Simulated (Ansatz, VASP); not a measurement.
Two plane-wave programs on CuO

The input INCAR:

```
SYSTEM = CuO
PREC     = Accurate       ! precision mode
ENCUT    = 520            ! plane-wave cutoff, eV
EDIFF    = 1E-7           ! SCF threshold, eV
ISMEAR   = 0              ! smearing method
SIGMA    = 0.05           ! smearing width, eV
LREAL    = .False.        ! projectors in reciprocal space
LASPH    = .True.         ! aspherical terms in the spheres
NELM     = 150            ! most SCF steps
ALGO     = Normal         ! electronic algorithm
ISIF     = 2              ! what is computed and relaxed
LWAVE    = .False.        ! write WAVECAR
LCHARG   = .True.         ! write CHGCAR
ISPIN    = 2              ! spin polarisation
MAGMOM   = 1 1 0 0        ! initial moments
LORBIT   = 11             ! projections on sites
LMAXMIX  = 4              ! l up to which the mixer works
LDAU     = .True.         ! DFT+U
LDAUTYPE = 1            
LDAUL    = 2 -1           ! shell
LDAUU    = 5 0            ! U, eV
LDAUJ    = 0.9 0        
LDAUPRINT= 1            
GGA      = PE             ! functional
LELF     = .True.         ! ELF
LVHAR    = .True.       
NBANDS   = 29             ! bands
```

Contents of KPOINTS:

```
regular mesh
0
Gamma
  7 7 4
  0 0 0
```

File POSCAR:

```
CuO
1.0
    2.3446497600     -1.7133998200      0.0000000000
    2.3446497600      1.7133998200      0.0000000000
   -0.8605499100      0.0000000000      5.0594394800
Cu O
2 2
Direct
    0.0032000000      0.4968000000      0.0000000000
    0.4968000000      0.0032000000      0.5000000000
    0.5714000000      0.4056000000      0.2537000000
    0.4056000000      0.5714000000      0.7537000000
```

Input for Ansatz:

```yaml
crystal:
  lattice:
    - [2.34464976, -1.71339982, 0.0]
    - [2.34464976, 1.71339982, 0.0]
    - [-0.86054991, 0.0, 5.05943948]
  atoms:
    - { symbol: Cu, position: [0.0032, 0.4968, 0.0], spin: 1.0 }
    - { symbol: Cu, position: [0.4968, 0.0032, 0.5], spin: 1.0 }
    - { symbol: O, position: [0.5714, 0.4056, 0.2537] }
    - { symbol: O, position: [0.4056, 0.5714, 0.7537] }
basis:
  ecutwfc: 420
  ecutrho_ratio: 4
kpoints:
  mp_grid: { grid: [7, 7, 4] }
hamiltonian:
  xc: pbe
  hubbard:
    sites:
      - { site: 0, l: d, u: 5.0, j: 0.9 }
      - { site: 1, l: d, u: 5.0, j: 0.9 }
scf:
  occupations: { method: gaussian, width: 0.05 }
  lower_state_search: "off"
  max_iter: 150
output:
  forces: true
  stress: true
  eigenvalues: true
  populations: true
  hubbard: { sites: [{ site: 0, l: d }, { site: 1, l: d }] }
magnetization:
  spin_polarized: true
```

Alike in both runs: task single point; functional PBE; k mesh 7 × 7 × 4; occupations gaussian, width 0.05 eV; collinear spin; Hubbard terms Cu d U = 5.0 eV, J = 0.9 eV.

|  | VASP | Ansatz |
| --- | --- | --- |
| version | VASP 6.6.1 | Ansatz 0.2.0 |
| potentials or method | VASP PAW PBE potentials, release 64 (Cu, O), cutoff 520 eV | scalar-relativistic, plane waves, PAW |
| valence electrons in the cell | 34 | 50 |

|  | VASP | Ansatz | Ansatz less VASP |
| --- | --- | --- | --- |
| pressure (GPa) | 4.2 | 8.4 | +4.20 |
| traceless stress, the component that is largest in VASP (GPa) | -0.87 | -0.76 | +0.114 |
| rms of the force components (eV/Å) | 0.452 | 0.484 | +0.0316 |
| net moment per atom (μB) | 0.50 | 0.49 | -0.011 |
| size of the moment on the site where the two differ most (μB) | 0.67 | 0.62 | -0.052 |

Site moments also hang on the region over which each program counts them. The programs project onto different local orbitals, so the same U acts differently, and such runs can settle in different states. Atom by atom the forces differ by 0.033 eV/Å (rms over components). VASP's potentials hold 34 valence electrons a cell and Ansatz's 50, so a difference there can come from the potentials and not from the codes. Ansatz's warnings: filled band counts differ across k points.
